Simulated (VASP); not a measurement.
# Cd (P6_3/mmc) in VASP: a series of runs, part 2 of 2

VASP 6.6.1.

## 3. Relaxation of cell and atoms, LDA

This run uses another cell than the first one, of 21.59 Å³/atom.

File INCAR:

```
PREC = Accurate
ENCUT = 600
EDIFF = 1E-7
ISMEAR = 1
SIGMA = 0.1
LREAL = False
LASPH = True
NELM = 100
ALGO = Normal
ISIF = 3
LWAVE = False
LCHARG = False
GGA = CA
IBRION = 2
NSW = 80
EDIFFG = -0.02
```

File KPOINTS:

```
Automatic mesh
0
Gamma
  10 10 5
```

File POSCAR:

```
Cd
1.0
    2.9788700000      0.0000000000      0.0000000000
   -1.4894350000      2.5797770000      0.0000000000
    0.0000000000      0.0000000000      5.6176500000
Cd
2
Direct
    0.3333333333      0.6666666667      0.2500000000
    0.6666666667      0.3333333333      0.7500000000
```

Potentials or basis: VASP PAW LDA potentials, release 64 (Cd).

Command:

```console
cat potpaw_LDA.64/Cd/POTCAR > POTCAR
mpirun -np 1 vasp_std > vasp.out
```

OUTCAR:

```text
PREC = Accurate
   ENCUT = 600
   EDIFF = 1E-7
   ISMEAR = 1
   LREAL = False
   LASPH = True
   NELM = 100
   ISIF = 3
   GGA = CA
   IBRION = 2
   NSW = 80
   EDIFFG = -0.02

 ion  position               nearest neighbor table
   1  0.333  0.667  0.250-   2 3.29   2 3.29   2 3.29   2 3.29   2 3.29   2 3.29
   2  0.667  0.333  0.750-   1 3.29   1 3.29   1 3.29   1 3.29   1 3.29   1 3.29

  LATTYP: Found a hexagonal cell.
 ALAT       =     2.9788700000
 C/A-ratio  =     1.8858325472

  Lattice vectors:

 A1 = (   2.9788700000,   0.0000000000,   0.0000000000)
 A2 = (  -1.4894350000,   2.5797770000,   0.0000000000)
 A3 = (   0.0000000000,   0.0000000000,   5.6176500000)

Analysis of symmetry for initial positions (statically):
=====================================================================
 Subroutine PRICEL returns:
 Original cell was already a primitive cell.

 Routine SETGRP: Setting up the symmetry group for a
 hexagonal supercell.

 Subroutine GETGRP returns: Found 24 space group operations
 (whereof 12 operations were pure point group operations)
 out of a pool of 24 trial point group operations.

The static configuration has the point symmetry D_3d.
[... 172 lines left out ...]
  -------------------------------------------------------------------------------------
  Total       -1.1303875     -1.1303874     -1.0348846     -0.0000000      0.0000000      0.0000000
  in kB      -41.9516973    -41.9516942    -38.4073313     -0.0000000      0.0000000      0.0000000
  external PRESSURE =     -40.7702409 kB  Pullay stress =       0.0000000 kB
[... 131 lines left out ...]
--------------------------------------- Ionic step        5  -------------------------------------------

 number of electron      24.0000002 magnetization

 Free energy of the ion-electron system (eV)
  ---------------------------------------------------
  ext. energy  EPLUGINS =         0.00000000
  ---------------------------------------------------
  free energy    TOTEN  =        -3.05745865 eV

  energy without entropy =       -3.05737616  energy(sigma->0) =       -3.05743115

 E-fermi :   3.1517     XC(G=0): -11.7552

 val. band max:        3.1171841317   @ k =   0.3000   0.0000   0.0000
 cond. band min:       3.2840246183   @ k =   0.4000   0.0000   0.0000
 fundamental gap:      0.1668404866
 Fermi energy:         3.1517465956

 k-point     1 :       0.0000    0.0000    0.0000
  band No.  band energies     occupation
      1      -6.8880      2.00000
      2      -6.5709      2.00000
      3      -6.1223      2.00000
      4      -6.1223      2.00000
      5      -6.1073      2.00000
      6      -6.0560      2.00000
[... 433 lines left out ...]
      3      -6.5439      2.00000
      4      -6.2052      2.00000
      5      -5.8935      2.00000
      6      -5.6176      2.00000
[... 8 lines left out ...]
     15       8.4483      0.00000
     16      10.2641      0.00000

 [... further k-points ...]

------------------------ aborting loop because EDIFF is reached ----------------------------------------

  FORCE on cell =-STRESS in cart. coord.  units (eV):
  Direction    XX          YY          ZZ          XY          YZ          ZX
  --------------------------------------------------------------------------------------
  -------------------------------------------------------------------------------------
  Total       -0.0022638     -0.0022638      0.0189578     -0.0000000     -0.0000000      0.0000000
  in kB       -0.0901942     -0.0901942      0.7553237     -0.0000000     -0.0000000      0.0000000
  external PRESSURE =       0.1916451 kB  Pullay stress =       0.0000000 kB
[... 17 lines left out ...]
  FREE ENERGIE OF THE ION-ELECTRON SYSTEM (eV)
  ---------------------------------------------------
  free  energy   TOTEN  =        -3.0574586516 eV

  energy  without entropy=       -3.0573761557  energy(sigma->0) =       -3.05743115

 reached required accuracy - stopping structural energy minimisation
```

Run time: 36 s. Hardware: 1 thread of Intel Xeon 6975P-C (Granite Rapids), shared host; peak memory 0.17 GiB.

What came out:

```yaml
Free_energy: -3.0575 eV
Relaxed_volume: 20.11 Å³/atom
Relaxed_cell: a = 2.925 Å, b = 2.925 Å, c = 5.427 Å, α = 90.00°, β = 90.00°, γ = 120.00°
Space_group_after_relaxing_to_0.1_Å: P6_3/mmc (No. 194)
Energy_gained_by_relaxing: 19.8 meV/atom
Ionic_steps: 5
Pressure_after_relaxing: 0.0 GPa
Band_gap_on_the_k_mesh: zero (bands 12 and 13 overlap by 3.88 eV)
```

Step by step:
| step | energy change (eV) | largest force (eV/Å) | pressure (GPa) | volume (Å³) |
| --- | --- | --- | --- | --- |
| 1 | 0.0000 | 0.0000 | -4.08 | 43.17 |
| 2 | -0.0349 | 0.0000 | 1.20 | 39.83 |
| 3 | -0.0373 | 0.0000 | -0.03 | 40.45 |
| 4 | -0.0392 | 0.0000 | 0.02 | 40.32 |
| 5 | -0.0396 | 0.0000 | 0.02 | 40.21 |

Final structure:
```yaml
crystal:
  lattice:
    - [2.92518, 0.00000, 0.00000]
    - [-1.46259, 2.53328, 0.00000]
    - [0.00000, 0.00000, 5.42664]
  atoms:
    - { symbol: Cd, position: [0.33333, 0.66667, 0.25000] }
    - { symbol: Cd, position: [0.66667, 0.33333, 0.75000] }
```

Levels at points of the mesh, in eV from the Fermi level:
| k point | band 9 | band 10 | band 11 | band 12 | band 13 | band 14 | band 15 | band 16 |
| --- | --- | --- | --- | --- | --- | --- | --- | --- |
| (0.00, 0.00, 0.00) | -8.69 | -8.37 | -8.37 | -3.20 | -2.71 | 11.51 | 14.81 | 15.38 |
| (0.50, 0.00, 0.00) | -8.09 | -8.06 | -2.48 | -1.85 | 2.28 | 3.19 | 3.69 | 5.67 |

LDA usually gives volumes a few per cent too small. Zero-point motion and thermal expansion aren't in these numbers.
